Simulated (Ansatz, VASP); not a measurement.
## Two plane-wave programs on MgCd2S3

```
Mg Cd S
1.0
     4.14860    0.00000    0.00000
    -2.07430    3.59279    0.00000
     0.00000    0.00000   20.16663
Mg Cd S
2 4 6
Direct
  0.00000 0.00000 0.50220
  0.00000 0.00000 0.83133
  0.66667 0.33333 0.99755
  0.66667 0.33333 0.33950
  0.66667 0.33333 0.66871
  0.00000 0.00000 0.16831
  0.66667 0.33333 0.12495
  0.66667 0.33333 0.46688
  0.66667 0.33333 0.79600
  0.00000 0.00000 0.29578
  0.00000 0.00000 0.62483
  0.00000 0.00000 0.95396
```

Alike in both runs: task single point; functional r2SCAN; k mesh 6 × 6 × 2; occupations gaussian, width 0.02 eV; no spin polarisation.

|  | VASP | Ansatz |
| --- | --- | --- |
| version | VASP 6.6.1 | Ansatz 0.2.0 |
| potentials or method | VASP PAW PBE potentials, release 64 (Mg, Cd, S), cutoff 520 eV | scalar-relativistic, plane waves, PAW |
| valence electrons in the cell | 88 | 136 |

```csv
,VASP,Ansatz,Ansatz less VASP
gap on the k mesh at the Fermi level (eV),2.00,2.00,+0.006
least direct gap on the mesh (eV),2.00,2.00,+0.006
pressure (GPa),-1.2,-1.3,-0.11
rms of the force components (eV/Å),0.012,0.010,-0.0024
```

VASP's potentials were made for PBE, not for r2SCAN. Atom by atom the forces differ by 0.016 eV/Å (rms over components). VASP's potentials hold 88 valence electrons a cell and Ansatz's 136, so a difference there can come from the potentials and not from the codes.
